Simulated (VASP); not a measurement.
Wanted: the native input for a VASP 6.6.1 run.

| Property | Result |
| --- | --- |
| Task | dielectric tensor |
| Functional | BLYP |
| Dispersion | D3(BJ) |
| Potentials or basis | VASP PAW PBE potentials, release 64 (S, Be) |
| Cutoff | 520 eV |
| k mesh | 9 × 9 × 9 |
| Occupations | gaussian, width 0.01 eV |
| Spin | no spin polarisation |
| Dipole correction | no |
| Further INCAR settings | ALGO = Normal; EDIFF = 1e-08 |

The structure of BeS lies in POSCAR:

```
BeS
1.0
    0.0000000000      2.4250000000      2.4250000000
    2.4250000000      0.0000000000      2.4250000000
    2.4250000000      2.4250000000      0.0000000000
S Be
1 1
Direct
    0.7500000000      0.7500000000      0.7500000000
    0.0000000000      0.0000000000      0.0000000000
```

These files were run (other wordings do the same):

INCAR

```
PREC     = Accurate       # precision mode
ENCUT    = 520            # plane-wave cutoff, eV
EDIFF    = 1E-8           # SCF threshold, eV
ISMEAR   = 0              # smearing method
SIGMA    = 0.01           # smearing width, eV
LREAL    = False          # projectors in reciprocal space
LASPH    = True           # aspherical terms in the spheres
NELM     = 80             # most SCF steps
ALGO     = Normal         # electronic algorithm
ISIF     = 2              # what is computed and relaxed
LWAVE    = False          # write WAVECAR
LCHARG   = False          # write CHGCAR
GGA      = B5             # functional
ALDAX    = 1.0          
AGGAX    = 1.0          
AGGAC    = 1.0          
ALDAC    = 0.0          
IVDW     = 12             # dispersion correction
VDW_S6   = 1.0          
VDW_S8   = 2.6996       
VDW_A1   = 0.4298       
VDW_A2   = 4.2359       
LEPSILON = True           # dielectric tensor by DFPT
```

KPOINTS

```
regular mesh
0
Gamma
  9 9 9
```

Potentials or basis: VASP PAW PBE potentials, release 64 (S, Be).

Command:

```sh
$ cat potpaw_PBE.64/S/POTCAR potpaw_PBE.64/Be/POTCAR > POTCAR
$ mpirun -np 1 vasp_std > vasp.out
```

It gave:

```json
{"Band gap on the k mesh": "3.49 eV, indirect (least direct gap 5.79 eV)", "Electronic dielectric tensor (diagonal)": "5.10", "Born charges (mean of the diagonal)": "S -1.63; Be +1.63 e", "Dispersion energy per atom": "-0.630 eV"}
```

Run time: 2.7 min on 1 thread of Intel(R) Xeon(R) Platinum 8559C (Emerald Rapids), on a shared host, peak memory 0.22 GiB.
